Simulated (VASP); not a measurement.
# B (Fd-3m) in VASP: further runs

The runs below take B through density of states, with PBE.

Everything below comes from runs of VASP 6.6.1. Logs are shortened: lines on timing, memory, paths and dates and some standing lists are left out, and cuts for length are marked.

### Step 1. The cell of the first run

The structure is cubic, space group Fd-3m (No. 227). Conventional cell: a = 2.985 Å, b = 2.985 Å, c = 2.985 Å, α = 90.00°, β = 90.00°, γ = 90.00°. Within 1.7 Å of B (site symmetry -43m) lie 4 B at 1.29 Å.

### Step 2. Density of states, PBE (volume scaled by 0.4)

The input, POSCAR:

```
B
1.0
    0.0000000000      1.4924359917      1.4924359917
    1.4924359917      0.0000000000      1.4924359917
    1.4924359917      1.4924359917      0.0000000000
B
2
Direct
   -0.1250000000     -0.1250000000     -0.1250000000
    0.1250000000      0.1250000000      0.1250000000
```

The input, INCAR.step1:

```
SYSTEM = B
PREC     = Accurate       ! precision mode
ENCUT    = 520            ! plane-wave cutoff, eV
EDIFF    = 1E-7           ! SCF threshold, eV
ISMEAR   = -1             ! smearing method
SIGMA    = 0.05           ! smearing width, eV
LREAL    = .FALSE.        ! projectors in reciprocal space
LASPH    = .TRUE.         ! aspherical terms in the spheres
NELM     = 60             ! most SCF steps
ALGO     = Normal         ! electronic algorithm
ISIF     = 2              ! what is computed and relaxed
LWAVE    = .FALSE.        ! write WAVECAR
LCHARG   = .TRUE.         ! write CHGCAR
GGA      = PE             ! functional
NBANDS   = 10             ! bands
```

The input, KPOINTS.step1:

```
Automatic mesh
0
G
  18 18 18
  0 0 0
```

The input, INCAR.step2:

```
SYSTEM = B
PREC     = Accurate       ! precision mode
ENCUT    = 520            ! plane-wave cutoff, eV
EDIFF    = 1E-7           ! SCF threshold, eV
ISMEAR   = -5             ! smearing method
SIGMA    = 0.05           ! smearing width, eV
LREAL    = .FALSE.        ! projectors in reciprocal space
LASPH    = .TRUE.         ! aspherical terms in the spheres
NELM     = 60             ! most SCF steps
ALGO     = Normal         ! electronic algorithm
ISIF     = 2              ! what is computed and relaxed
LWAVE    = .FALSE.        ! write WAVECAR
LCHARG   = .FALSE.        ! write CHGCAR
GGA      = PE             ! functional
LORBIT   = 11             ! projections on sites
NEDOS    = 2001           ! points of the DOS
ICHARG   = 11             ! starting density
```

The input, KPOINTS.step2:

```
Automatic mesh
0
G
  27 27 27
  0 0 0
```

Potentials or basis: VASP PAW PBE potentials, release 64 (B).

The run is started by

```
$ cat potpaw_PBE.64/B/POTCAR > POTCAR
$ cp INCAR.step1 INCAR
$ cp KPOINTS.step1 KPOINTS
$ mpirun -np 1 vasp_std > vasp.out
$ cp INCAR.step2 INCAR
$ cp KPOINTS.step2 KPOINTS
$ mpirun -np 1 vasp_std > vasp.out
```

OUTCAR:

```text
SYSTEM = B
   PREC = Accurate
   ENCUT = 520
   EDIFF = 1E-7
   ISMEAR = -5
   LREAL = .FALSE.
   LASPH = .TRUE.
   NELM = 60
   ISIF = 2
   GGA = PE
   LORBIT = 11
   ICHARG = 11

 ion  position               nearest neighbor table
   1  0.875  0.875  0.875-   2 1.29   2 1.29   2 1.29   2 1.29
   2  0.125  0.125  0.125-   1 1.29   1 1.29   1 1.29   1 1.29

  LATTYP: Found a face centered cubic cell.
 ALAT       =     2.9848719834

  Lattice vectors:

 A1 = (   0.0000000000,   1.4924359917,   1.4924359917)
 A2 = (   1.4924359917,   0.0000000000,   1.4924359917)
 A3 = (   1.4924359917,   1.4924359917,   0.0000000000)

Analysis of symmetry for initial positions (statically):
=====================================================================
 Subroutine PRICEL returns:
 Original cell was already a primitive cell.

 Routine SETGRP: Setting up the symmetry group for a
 face centered cubic supercell.

 Subroutine GETGRP returns: Found 48 space group operations
 (whereof 12 operations were pure point group operations)
 out of a pool of 48 trial point group operations.

The static configuration has the point symmetry D_3d.
 The point group associated with its full space group is O_h .

Analysis of symmetry for dynamics (positions and initial velocities):
=====================================================================
 Subroutine PRICEL returns:
 Original cell was already a primitive cell.

 Routine SETGRP: Setting up the symmetry group for a
 face centered cubic supercell.

 Subroutine GETGRP returns: Found 48 space group operations
 (whereof 12 operations were pure point group operations)
 out of a pool of 48 trial point group operations.

The dynamic configuration has the point symmetry D_3d.
 The point group associated with its full space group is O_h .

 Subroutine INISYM returns: Found 48 space group operations
 (whereof 12 operations are pure point group operations),
 and found     1 'primitive' translations

----------------------------------------------------------------------------------------

                                     Primitive cell

  volume of cell :       6.6484

  direct lattice vectors                    reciprocal lattice vectors
     0.000000000  1.492435992  1.492435992    -0.335022743  0.335022743  0.335022743
     1.492435992  0.000000000  1.492435992     0.335022743 -0.335022743  0.335022743
     1.492435992  1.492435992  0.000000000     0.335022743  0.335022743 -0.335022743

  length of vectors
     2.110623220  2.110623220  2.110623220     0.580276413  0.580276413  0.580276413

  position of ions in fractional coordinates (direct lattice)
     0.875000000  0.875000000  0.875000000
     0.125000000  0.125000000  0.125000000

  ion indices of the primitive-cell ions
   primitive index   ion index
                 1           1
                 2           2

----------------------------------------------------------------------------------------

 KPOINTS: Automatic mesh

Automatic generation of k-mesh.
 Grid dimensions read from file:
 generate k-points for:   27   27   27

 Generating k-lattice:

  Cartesian coordinates                     Fractional coordinates (reciprocal lattice)
    -0.012408250  0.012408250  0.012408250     0.037037037  0.000000000  0.000000000
     0.012408250 -0.012408250  0.012408250     0.000000000  0.037037037  0.000000000
     0.012408250  0.012408250 -0.012408250     0.000000000  0.000000000  0.037037037

  Length of vectors
     0.021491719  0.021491719  0.021491719

  Shift w.r.t. Gamma in fractional coordinates (k-lattice)
     0.000000000  0.000000000  0.000000000

 TETIRR: Found   2653 inequivalent tetrahedra from   118098

 Subroutine IBZKPT returns following result:
 ===========================================

 Found    560 irreducible k-points:

 Following reciprocal coordinates:
            Coordinates               Weight
  0.000000  0.000000  0.000000      1.000000
  0.037037  0.000000  0.000000      8.000000
  0.074074  0.000000  0.000000      8.000000
  0.111111  0.000000  0.000000      8.000000
  0.148148  0.000000  0.000000      8.000000
  0.185185  0.000000  0.000000      8.000000
[... 16 lines left out ...]
  0.333333  0.037037  0.000000     24.000000
  0.370370  0.037037  0.000000     24.000000
 [... further k-points ...]
   k-points           NKPTS =    560   k-points in BZ     NKDIM =    560   number of bands    NBANDS=      7
   number of dos      NEDOS =   2001   number of ions     NIONS =      2
   total plane-waves  NPLWV =   4096
   dimension x,y,z NGX =    16 NGY =   16 NGZ =   16
   dimension x,y,z NGXF=    32 NGYF=   32 NGZF=   32
   ions per type =               2
   NGX,Y,Z   is equivalent  to a cutoff of  12.60, 12.60, 12.60 a.u.
   NGXF,Y,Z  is equivalent  to a cutoff of  25.21, 25.21, 25.21 a.u.
 SYSTEM =  B
   PREC   = accura    normal or accurate (medium, high low for compatibility)
   ISTART =      0    job   : 0-new  1-cont  2-samecut
   ICHARG =     11    charge: 1-file 2-atom 10-const
   ISPIN  =      1    spin polarized calculation?
   LNONCOLLINEAR =      F non collinear calculations
   LSORBIT =      F    spin-orbit coupling
   LASPH  =      T    aspherical Exc in radial PAW
   ENCUT  =  520.0 eV  38.22 Ry    6.18 a.u.   3.92  3.92  3.92*2*pi/ulx,y,z
   NELM   =     60;   NELMIN=  2; NELMDL=  0     # of ELM steps
   EDIFF  = 0.1E-06   stopping-criterion for ELM
   LREAL  =      F    real-space projection
   EDIFFG = 0.1E-05   stopping-criterion for IOM
   NSW    =      0    number of steps for IOM
   IBRION =     -1    ionic relax: 0-MD 1-quasi-New 2-CG
   NFREE  =      0    steps in history (QN), initial steepest desc. (CG)
   ISIF   =      2    stress and relaxation
   ISYM   =      2    0-nonsym 1-usesym 2-fastsym
   POTIM  = 0.5000    time-step for ionic-motion
   TEBEG  =    0.0;   TEEND  =   0.0 temperature during run
   PSTRESS=    0.0 pullay stress
   NELECT =       6.0000    total number of electrons
   NUPDOWN=      -1.0000    fix difference up-down
   EMIN   =  10.00;   EMAX   =-10.00  energy-range for DOS
   EFERMI =   0.00;   METHOD = LEGACY
   ISMEAR =    -5;   SIGMA  =   0.05  broadening in eV -4-tet -1-fermi 0-gaus
   EFERMI_NEDOS =   21; number of points for ismear=-14 and -15
   IALGO  =     38    algorithm
   IMIX   =      4    mixing-type and parameters
     AMIX     =   0.40;   BMIX     =  1.00
     AMIX_MAG =   1.60;   BMIX_MAG =  1.00
  volume/ion in A,a.u.               =       3.32        22.43
  Fermi-wavevector in a.u.,A,eV,Ry     =   1.582048  2.989636 34.053675  2.502874
  Thomas-Fermi vector in A             =   2.682030
   LORBIT       =     11    0 simple, 1 ext, 2 COOP (PROOUT), +10 PAW based schemes
   GGA     = PE    functional components
   LHFCALC =     F    Hartree Fock is set to
   AEXX    =    0.0000 exact exchange contribution
   IVDW    =     0    specifies the selected vdW correction
   LEPSILON=     F    determine dielectric tensor
   LRPA    =     F    only Hartree local field effects (RPA)
 non-spin polarized calculation
 Fermi weights with tetrahedron method with Bloechl corrections
  energy-cutoff  :      520.00
  volume of cell :        6.65
 maximum number of plane-waves:       190

 number of electron       6.0000000 magnetization

 Free energy of the ion-electron system (eV)
  ---------------------------------------------------
  ext. energy  EPLUGINS =         0.00000000
  ---------------------------------------------------
  free energy    TOTEN  =         0.52677780 eV

  energy without entropy =        0.52677780  energy(sigma->0) =        0.52677780

 E-fermi :  13.6297     XC(G=0): -15.3654

 val. band max:       13.6869071807   @ k =   0.2593   0.2593   0.0000
 cond. band min:      13.5533551137   @ k =  -0.1481   0.1852   0.0370
 fundamental gap:     -0.1335520671
 Fermi energy:        13.6296691122

 k-point     1 :       0.0000    0.0000    0.0000
  band No.  band energies     occupation
      1      -7.6991      2.00000
      2      22.0530      0.00000
      3      22.0530      0.00000
      4      22.0530      0.00000
      5      27.8806      0.00000
      6      27.8806      0.00000
      7      27.8806      0.00000

 k-point     2 :       0.0370    0.0000    0.0000
  band No.  band energies     occupation
      1      -7.6531      2.00000
      2      21.4496      0.00000
      3      21.8824      0.00000
      4      21.8824      0.00000
      5      28.0969      0.00000
      6      28.0969      0.00000
      7      28.4658      0.00000

 k-point     3 :       0.0741    0.0000    0.0000
  band No.  band energies     occupation
      1      -7.5150      2.00000
      2      20.0692      0.00000
      3      21.4419      0.00000
      4      21.4419      0.00000
      5      28.6635      0.00000
      6      28.6635      0.00000
      7      29.7897      0.00000

 k-point     4 :       0.1111    0.0000    0.0000
  band No.  band energies     occupation
      1      -7.2855      2.00000
      2      18.3959      0.00000
      3      20.8624      0.00000
      4      20.8624      0.00000
      5      29.4140      0.00000
      6      29.4140      0.00000
      7      31.3614      0.00000

 k-point     5 :       0.1481    0.0000    0.0000
  band No.  band energies     occupation
      1      -6.9653      2.00000
      2      16.6263      0.00000
      3      20.2428      0.00000
      4      20.2428      0.00000
      5      30.1887      0.00000
      6      30.1887      0.00000
      7      32.9742      0.00000
[... 161 lines left out ...]
 k-point    22 :       0.2963    0.0370    0.0000
  band No.  band energies     occupation
      1      -5.0026      2.00000
      2      10.2563      2.00000
      3      17.5633      0.00000
      4      18.7370      0.00000
      5      30.7280      0.00000
      6      32.2678      0.00000
      7      37.8232      0.00000

 k-point    23 :       0.3333    0.0370    0.0000
  band No.  band energies     occupation
      1      -4.2936      2.00000
      2       8.6558      2.00000
      3      17.2571      0.00000
      4      18.2687      0.00000
      5      30.6056      0.00000
      6      32.0072      0.00000
      7      38.5682      0.00000

 k-point    24 :       0.3704    0.0370    0.0000
  band No.  band energies     occupation
      1      -3.5240      2.00000
      2       7.1526      2.00000
      3      17.0359      0.00000
      4      17.8588      0.00000
      5      30.4167      0.00000
      6      31.6539      0.00000
      7      39.0004      0.00000

 [... further k-points ...]
[... 5 lines left out ...]
  --------------------------------------------------------------------------------------
  -------------------------------------------------------------------------------------
  Total       31.8064915     31.8064915     31.8064915      0.0000000     -0.0000000     -0.0000000
  in kB     7664.9479472   7664.9479472   7664.9479472      0.0000000     -0.0000000     -0.0000000
  external PRESSURE =    7664.9479472 kB  Pullay stress =       0.0000000 kB

 VOLUME and BASIS-vectors are now :
 -----------------------------------------------------------------------------
  energy-cutoff  :      520.00
  volume of cell :        6.65
      direct lattice vectors                 reciprocal lattice vectors
     0.000000000  1.492435992  1.492435992    -0.335022743  0.335022743  0.335022743
     1.492435992  0.000000000  1.492435992     0.335022743 -0.335022743  0.335022743
     1.492435992  1.492435992  0.000000000     0.335022743  0.335022743 -0.335022743

 POSITION                                       TOTAL-FORCE (eV/Angst)
 -----------------------------------------------------------------------------------
      2.61176      2.61176      2.61176         0.000000      0.000000      0.000000
      0.37311      0.37311      0.37311        -0.000000     -0.000000     -0.000000
 -----------------------------------------------------------------------------------
    total drift:                               -0.000000      0.000000      0.000000

  FREE ENERGIE OF THE ION-ELECTRON SYSTEM (eV)
  ---------------------------------------------------
  free  energy   TOTEN  =         0.5267777985 eV

  energy  without entropy=        0.5267777985  energy(sigma->0) =        0.52677780

 total charge

# of ion       s       p       d       tot
------------------------------------------
    1        1.153   2.259   0.000   3.412
    2        1.153   2.259   0.000   3.412
--------------------------------------------------
tot          2.305   4.518   0.000   6.823
```

It took 15 s on 1 thread of Intel Xeon Platinum 8488C (Sapphire Rapids), shared host; peak memory 0.12 GiB.

Caveat: tetrahedron occupations give inexact forces and stress in metals.

### Step 3. Density of states, PBE (volume scaled by 0.75)

The input, POSCAR:

```
B
1.0
    0.0000000000      1.8403318314      1.8403318314
    1.8403318314      0.0000000000      1.8403318314
    1.8403318314      1.8403318314      0.0000000000
B
2
Direct
   -0.1250000000     -0.1250000000     -0.1250000000
    0.1250000000      0.1250000000      0.1250000000
```

The input, INCAR.step1:

```
PREC = Accurate ; ENCUT = 520
EDIFF = 1E-7 ; ISMEAR = -1
SIGMA = 0.05 ; LREAL = False
LASPH = True ; NELM = 60
ALGO = Normal ; ISIF = 2
LWAVE = False ; LCHARG = True
GGA = PE ; NBANDS = 10
```

The input, KPOINTS.step1:

```
regular mesh
0
Gamma
  18 18 18
```

The input, INCAR.step2:

```
PREC = Accurate ; ENCUT = 520
EDIFF = 1E-7 ; ISMEAR = -5
SIGMA = 0.05 ; LREAL = False
LASPH = True ; NELM = 60
ALGO = Normal ; ISIF = 2
LWAVE = False ; LCHARG = False
GGA = PE ; LORBIT = 11
NEDOS = 2001 ; ICHARG = 11
```

The input, KPOINTS.step2:

```
regular mesh
0
Gamma
  27 27 27
```

Potentials or basis: VASP PAW PBE potentials, release 64 (B).

The run is started by

```
$ cat potpaw_PBE.64/B/POTCAR > POTCAR
$ cp INCAR.step1 INCAR
$ cp KPOINTS.step1 KPOINTS
$ mpirun -np 1 vasp_std > vasp.out
$ cp INCAR.step2 INCAR
$ cp KPOINTS.step2 KPOINTS
$ mpirun -np 1 vasp_std > vasp.out
```

It took 20 s on 1 thread of Intel Xeon 6975P-C (Granite Rapids), shared host; peak memory 0.15 GiB.

It converged, with:

| Item | Value |
| --- | --- |
| Valence electrons inside the program's atomic spheres | B 2.23 |

Levels at points of the mesh, in eV from the Fermi level:
| k point | band 1 | band 2 | band 3 | band 4 | band 5 | band 6 | band 7 |
| --- | --- | --- | --- | --- | --- | --- | --- |
| (0.00, 0.00, 0.00) | -15.12 | 5.13 | 5.13 | 5.13 | 9.79 | 9.79 | 9.79 |

Caveat: tetrahedron occupations give inexact forces and stress in metals.

(Part 1 of 2 ends here.)
